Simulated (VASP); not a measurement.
# AgPdS3 (Pm-3m) in VASP: further runs

The runs below take AgPdS3 through single point, relaxation of cell and atoms, with PBE.

Everything below comes from runs of VASP 6.6.1. Logs are shortened: lines on timing, memory, paths and dates and some standing lists are left out, and cuts for length are marked.

## 1. The cell of the first run

Symmetry: Pm-3m, No. 221, cubic system. Conventional cell: a = 4.512 Å, b = 4.512 Å, c = 4.512 Å, α = 90.00°, β = 90.00°, γ = 90.00°. Ag (site symmetry m-3m) has 6 S at 2.26 Å within 3.0 Å. Within 4.2 Å of Pd (site symmetry m-3m) lie 12 S at 3.19 Å and 8 Ag at 3.91 Å. S (site symmetry 4/mmm) has 2 Ag at 2.26 Å within 3.0 Å.

## 2. Single point, PBE

The input, INCAR:

```
SYSTEM = AgPdS3
PREC = Accurate
ENCUT = 520
EDIFF = 1E-7
ISMEAR = 0
SIGMA = 0.1
LREAL = .FALSE.
LASPH = .TRUE.
NELM = 100
ALGO = Normal
ISIF = 2
LWAVE = .FALSE.
LCHARG = .FALSE.
GGA = PE
NBANDS = 28
```

The input, KPOINTS:

```
regular mesh
0
G
  4 4 4
  0 0 0
```

The input, POSCAR:

```
AgPdS3
1.0
    4.5124164363      0.0000000000      0.0000000000
    0.0000000000      4.5124164363      0.0000000000
    0.0000000000      0.0000000000      4.5124164363
Ag Pd S
1 1 3
Direct
    0.5000000000      0.5000000000      0.5000000000
    0.0000000000      0.0000000000      0.0000000000
    0.0000000000      0.5000000000      0.5000000000
    0.5000000000      0.0000000000      0.5000000000
    0.5000000000      0.5000000000      0.0000000000
```

Potentials or basis: VASP PAW PBE potentials, release 64 (Ag, Pd, S).

The run is started by

```sh
cat potpaw_PBE.64/Ag/POTCAR potpaw_PBE.64/Pd/POTCAR potpaw_PBE.64/S/POTCAR > POTCAR
mpirun -np 1 vasp_std > vasp.out
```

OUTCAR:

```text
SYSTEM = AgPdS3
   PREC = Accurate
   ENCUT = 520
   EDIFF = 1E-7
   ISMEAR = 0
   LREAL = .FALSE.
   LASPH = .TRUE.
   NELM = 100
   ISIF = 2
   GGA = PE

 ion  position               nearest neighbor table
   1  0.500  0.500  0.500-   3 2.26   4 2.26   5 2.26   5 2.26   4 2.26   3 2.26
   2  0.000  0.000  0.000-
   3  0.000  0.500  0.500-   1 2.26   1 2.26
   4  0.500  0.000  0.500-   1 2.26   1 2.26
   5  0.500  0.500  0.000-   1 2.26   1 2.26

  LATTYP: Found a simple cubic cell.
 ALAT       =     4.5124164363

  Lattice vectors:

 A1 = (   4.5124164363,   0.0000000000,   0.0000000000)
 A2 = (   0.0000000000,   4.5124164363,   0.0000000000)
 A3 = (   0.0000000000,   0.0000000000,   4.5124164363)

Analysis of symmetry for initial positions (statically):
=====================================================================
 Subroutine PRICEL returns:
 Original cell was already a primitive cell.

 Routine SETGRP: Setting up the symmetry group for a
 simple cubic supercell.

 Subroutine GETGRP returns: Found 48 space group operations
 (whereof 48 operations were pure point group operations)
 out of a pool of 48 trial point group operations.

The static configuration has the point symmetry O_h .

Analysis of symmetry for dynamics (positions and initial velocities):
=====================================================================
 Subroutine PRICEL returns:
 Original cell was already a primitive cell.

 Routine SETGRP: Setting up the symmetry group for a
 simple cubic supercell.

 Subroutine GETGRP returns: Found 48 space group operations
 (whereof 48 operations were pure point group operations)
 out of a pool of 48 trial point group operations.

The dynamic configuration has the point symmetry O_h .

 Subroutine INISYM returns: Found 48 space group operations
 (whereof 48 operations are pure point group operations),
 and found     1 'primitive' translations

----------------------------------------------------------------------------------------

                                     Primitive cell

  volume of cell :      91.8814

  direct lattice vectors                    reciprocal lattice vectors
     4.512416436  0.000000000  0.000000000     0.221610752  0.000000000  0.000000000
     0.000000000  4.512416436  0.000000000     0.000000000  0.221610752  0.000000000
     0.000000000  0.000000000  4.512416436     0.000000000  0.000000000  0.221610752

  length of vectors
     4.512416436  4.512416436  4.512416436     0.221610752  0.221610752  0.221610752

  position of ions in fractional coordinates (direct lattice)
     0.500000000  0.500000000  0.500000000
     0.000000000  0.000000000  0.000000000
     0.000000000  0.500000000  0.500000000
     0.500000000  0.000000000  0.500000000
     0.500000000  0.500000000  0.000000000

  ion indices of the primitive-cell ions
   primitive index   ion index
                 1           1
                 2           2
                 3           3
                 4           4
                 5           5

----------------------------------------------------------------------------------------

 KPOINTS: regular mesh

Automatic generation of k-mesh.
 Grid dimensions read from file:
 generate k-points for:    4    4    4

 Generating k-lattice:

  Cartesian coordinates                     Fractional coordinates (reciprocal lattice)
     0.055402688  0.000000000  0.000000000     0.250000000  0.000000000  0.000000000
     0.000000000  0.055402688  0.000000000     0.000000000  0.250000000  0.000000000
     0.000000000  0.000000000  0.055402688     0.000000000  0.000000000  0.250000000

  Length of vectors
     0.055402688  0.055402688  0.055402688

  Shift w.r.t. Gamma in fractional coordinates (k-lattice)
     0.000000000  0.000000000  0.000000000

 Subroutine IBZKPT returns following result:
 ===========================================

 Found     10 irreducible k-points:

 Following reciprocal coordinates:
            Coordinates               Weight
  0.000000  0.000000  0.000000      1.000000
  0.250000  0.000000  0.000000      6.000000
  0.500000  0.000000  0.000000      3.000000
  0.250000  0.250000  0.000000     12.000000
  0.500000  0.250000  0.000000     12.000000
  0.500000  0.500000  0.000000      3.000000
  0.250000  0.250000  0.250000      8.000000
  0.500000  0.250000  0.250000     12.000000
  0.500000  0.500000  0.250000      6.000000
  0.500000  0.500000  0.500000      1.000000
   k-points           NKPTS =     10   k-points in BZ     NKDIM =     10   number of bands    NBANDS=     28
   number of dos      NEDOS =    301   number of ions     NIONS =      5
   total plane-waves  NPLWV =  46656
   dimension x,y,z NGX =    36 NGY =   36 NGZ =   36
   dimension x,y,z NGXF=    72 NGYF=   72 NGZF=   72
   ions per type =               1   1   3
   NGX,Y,Z   is equivalent  to a cutoff of  13.26, 13.26, 13.26 a.u.
   NGXF,Y,Z  is equivalent  to a cutoff of  26.53, 26.53, 26.53 a.u.
 SYSTEM =  AgPdS3
   PREC   = accura    normal or accurate (medium, high low for compatibility)
   ISTART =      0    job   : 0-new  1-cont  2-samecut
   ICHARG =      2    charge: 1-file 2-atom 10-const
   ISPIN  =      1    spin polarized calculation?
   LNONCOLLINEAR =      F non collinear calculations
   LSORBIT =      F    spin-orbit coupling
   LASPH  =      T    aspherical Exc in radial PAW
   ENCUT  =  520.0 eV  38.22 Ry    6.18 a.u.   8.39  8.39  8.39*2*pi/ulx,y,z
   NELM   =    100;   NELMIN=  2; NELMDL= -5     # of ELM steps
   EDIFF  = 0.1E-06   stopping-criterion for ELM
   LREAL  =      F    real-space projection
   EDIFFG = 0.1E-05   stopping-criterion for IOM
   NSW    =      0    number of steps for IOM
   IBRION =     -1    ionic relax: 0-MD 1-quasi-New 2-CG
   NFREE  =      0    steps in history (QN), initial steepest desc. (CG)
   ISIF   =      2    stress and relaxation
   ISYM   =      2    0-nonsym 1-usesym 2-fastsym
   POTIM  = 0.5000    time-step for ionic-motion
   TEBEG  =    0.0;   TEEND  =   0.0 temperature during run
   PSTRESS=    0.0 pullay stress
   NELECT =      39.0000    total number of electrons
   NUPDOWN=      -1.0000    fix difference up-down
   EMIN   =  10.00;   EMAX   =-10.00  energy-range for DOS
   EFERMI =   0.00;   METHOD = LEGACY
   ISMEAR =     0;   SIGMA  =   0.10  broadening in eV -4-tet -1-fermi 0-gaus
   EFERMI_NEDOS =   21; number of points for ismear=-14 and -15
   IALGO  =     38    algorithm
   IMIX   =      4    mixing-type and parameters
     AMIX     =   0.40;   BMIX     =  1.00
     AMIX_MAG =   1.60;   BMIX_MAG =  1.00
  volume/ion in A,a.u.               =      18.38       124.01
  Fermi-wavevector in a.u.,A,eV,Ry     =   1.230327  2.324981 20.595198  1.513704
  Thomas-Fermi vector in A             =   2.365180
   LORBIT       =      0    0 simple, 1 ext, 2 COOP (PROOUT), +10 PAW based schemes
   GGA     = PE    functional components
   LHFCALC =     F    Hartree Fock is set to
   AEXX    =    0.0000 exact exchange contribution
   IVDW    =     0    specifies the selected vdW correction
   LEPSILON=     F    determine dielectric tensor
   LRPA    =     F    only Hartree local field effects (RPA)
 non-spin polarized calculation
 Gauss-broadening in eV      SIGMA  =   0.10
  energy-cutoff  :      520.00
  volume of cell :       91.88
 maximum number of plane-waves:      2517
 NGX is ok and might be reduce to    36
   NGX = 17   NGY = 17   NGZ = 17

 number of electron      38.9999999 magnetization

 Free energy of the ion-electron system (eV)
  ---------------------------------------------------
  ext. energy  EPLUGINS =         0.00000000
  ---------------------------------------------------
  free energy    TOTEN  =       -14.40396918 eV

  energy without entropy =      -14.38420881  energy(sigma->0) =      -14.39408900

 E-fermi :   6.0999     XC(G=0): -10.7537

 val. band max:        6.0497961883   @ k =   0.5000   0.0000   0.0000
 cond. band min:       6.1191589031   @ k =   0.5000   0.2500   0.2500
 fundamental gap:      0.0693627148
 Fermi energy:         6.0998992964

 k-point     1 :       0.0000    0.0000    0.0000
  band No.  band energies     occupation
      1      -8.5695      2.00000
      2      -6.7197      2.00000
      3      -6.7197      2.00000
      4      -0.2359      2.00000
      5      -0.2359      2.00000
      6      -0.2359      2.00000
[... 20 lines left out ...]
     27      14.6356      0.00000
     28      14.6356      0.00000

 k-point     2 :       0.2500    0.0000    0.0000
  band No.  band energies     occupation
      1      -8.3065      2.00000
      2      -6.7077      2.00000
      3      -6.6972      2.00000
      4      -1.1341      2.00000
      5      -0.4447      2.00000
      6      -0.4447      2.00000
[... 20 lines left out ...]
     27      14.1038      0.00000
     28      14.6072      0.00000

 k-point     3 :       0.5000    0.0000    0.0000
  band No.  band energies     occupation
      1      -7.9800      2.00000
      2      -6.7239      2.00000
      3      -6.6743      2.00000
      4      -2.1971      2.00000
      5      -0.6029      2.00000
      6      -0.6029      2.00000
[... 20 lines left out ...]
     27      14.5993      0.00000
     28      14.9761      0.00000

 k-point     4 :       0.2500    0.2500    0.0000
  band No.  band energies     occupation
      1      -8.0341      2.00000
      2      -6.6786      2.00000
      3      -6.6699      2.00000
      4      -1.2609      2.00000
      5      -0.9411      2.00000
      6      -0.5596      2.00000
[... 144 lines left out ...]
     27      14.6991      0.00000
     28      14.8257      0.00000

 k-point     9 :       0.5000    0.5000    0.2500
  band No.  band energies     occupation
      1      -7.0001      2.00000
      2      -6.5604      2.00000
      3      -6.5604      2.00000
      4      -2.2328      2.00000
      5      -2.0997      2.00000
      6      -1.1919      2.00000
[... 20 lines left out ...]
     27      14.3852      0.00000
     28      14.3905      0.00000

 k-point    10 :       0.5000    0.5000    0.5000
  band No.  band energies     occupation
      1      -6.5218      2.00000
      2      -6.5218      2.00000
      3      -6.5218      2.00000
      4      -2.2287      2.00000
      5      -2.2287      2.00000
      6      -1.8493      2.00000
[... 20 lines left out ...]
     27      15.8764      0.00000
     28      15.8764      0.00000

------------------------ aborting loop because EDIFF is reached ----------------------------------------

  FORCE on cell =-STRESS in cart. coord.  units (eV):
  Direction    XX          YY          ZZ          XY          YZ          ZX
  --------------------------------------------------------------------------------------
  -------------------------------------------------------------------------------------
  Total        9.0531919      9.0531919      9.0531919     -0.0000000      0.0000000     -0.0000000
  in kB      157.8646134    157.8646134    157.8646134     -0.0000000      0.0000000     -0.0000000
  external PRESSURE =     157.8646134 kB  Pullay stress =       0.0000000 kB

 VOLUME and BASIS-vectors are now :
 -----------------------------------------------------------------------------
  energy-cutoff  :      520.00
  volume of cell :       91.88
      direct lattice vectors                 reciprocal lattice vectors
     4.512416436  0.000000000  0.000000000     0.221610752  0.000000000  0.000000000
     0.000000000  4.512416436  0.000000000     0.000000000  0.221610752  0.000000000
     0.000000000  0.000000000  4.512416436     0.000000000  0.000000000  0.221610752

 POSITION                                       TOTAL-FORCE (eV/Angst)
 -----------------------------------------------------------------------------------
      2.25621      2.25621      2.25621         0.000000      0.000000      0.000000
      0.00000      0.00000      0.00000         0.000000      0.000000      0.000000
      0.00000      2.25621      2.25621         0.000000      0.000000      0.000000
      2.25621      0.00000      2.25621         0.000000      0.000000      0.000000
      2.25621      2.25621      0.00000         0.000000      0.000000      0.000000
 -----------------------------------------------------------------------------------
    total drift:                                0.000000      0.000000      0.000000

  FREE ENERGIE OF THE ION-ELECTRON SYSTEM (eV)
  ---------------------------------------------------
  free  energy   TOTEN  =       -14.4039691839 eV

  energy  without entropy=      -14.3842088127  energy(sigma->0) =      -14.39408900
```

Run time: 18 s. Hardware: 1 thread of Intel Xeon Platinum 8488C (Sapphire Rapids), shared host; peak memory 0.21 GiB.

Results:

| Quantity | Value |
| --- | --- |
| Free energy | -14.4040 eV |
| Pressure | 15.8 GPa |
| Band gap on the k mesh | zero (an odd number of electrons rules out a gap without spin polarisation) |

Caveat: the cell stands under pressure; an odd number of electrons without spin polarisation forces a metal; a magnetic or distorted state may lie lower.

## 3. Single point, PBE

This run uses another cell than the first one, of 21.78 Å³/atom.

The input, INCAR:

```
SYSTEM = AgPdS3
PREC = Accurate ; ENCUT = 520
EDIFF = 1E-7 ; ISMEAR = 0
SIGMA = 0.1 ; LREAL = .FALSE.
LASPH = .TRUE. ; NELM = 100
ALGO = Normal ; ISIF = 2
LWAVE = .FALSE. ; LCHARG = .TRUE.
GGA = PE ; LELF = .TRUE.
LVHAR = .TRUE. ; NBANDS = 28
```

The input, KPOINTS:

```
Automatic mesh
0
G
  4 4 4
  0 0 0
```

POSCAR, as its differences from that of step 2:

```diff
@@ -2,5 +2,5 @@
 1.0
-    4.5124164363      0.0000000000      0.0000000000
-    0.0000000000      4.5124164363      0.0000000000
-    0.0000000000      0.0000000000      4.5124164363
+    4.7755225616      0.0000000000      0.0000000000
+    0.0000000000      4.7755225616      0.0000000000
+    0.0000000000      0.0000000000      4.7755225616
 Ag Pd S
```

Potentials or basis: VASP PAW PBE potentials, release 64 (Ag, Pd, S).

The run is started by

```sh
cat potpaw_PBE.64/Ag/POTCAR potpaw_PBE.64/Pd/POTCAR potpaw_PBE.64/S/POTCAR > POTCAR
mpirun -np 1 vasp_std > vasp.out
```

Wall time 20 s (1 thread of Intel Xeon Platinum 8488C (Sapphire Rapids), shared host); peak memory 0.22 GiB.

Results (log left out):

```yaml
Free_energy: -15.1137 eV
Pressure: -0.1 GPa
Band_gap_on_the_k_mesh: zero (an odd number of electrons rules out a gap without spin polarisation)
```

Levels at points of the mesh, in eV from the Fermi level:
| k point | band 16 | band 17 | band 18 | band 19 | band 20 | band 21 | band 22 | band 23 |
| --- | --- | --- | --- | --- | --- | --- | --- | --- |
| (0.00, 0.00, 0.00) | -0.97 | -0.93 | -0.93 | -0.93 | -0.51 | -0.51 | -0.51 | 1.04 |
| (0.50, 0.00, 0.00) | -0.98 | -0.98 | -0.97 | -0.87 | -0.04 | 0.09 | 0.09 | 3.70 |
| (0.50, 0.50, 0.00) | -0.99 | -0.87 | -0.72 | 0.13 | 0.13 | 0.57 | 2.35 | 3.67 |
| (0.50, 0.50, 0.50) | -0.84 | -0.84 | 0.36 | 0.36 | 0.36 | 1.31 | 2.39 | 2.39 |

Caveat: an odd number of electrons without spin polarisation forces a metal; a magnetic or distorted state may lie lower.

[end of part 1 of 2]

The gap in the log of VASP goes by the Fermi energy; the results here count the filled bands.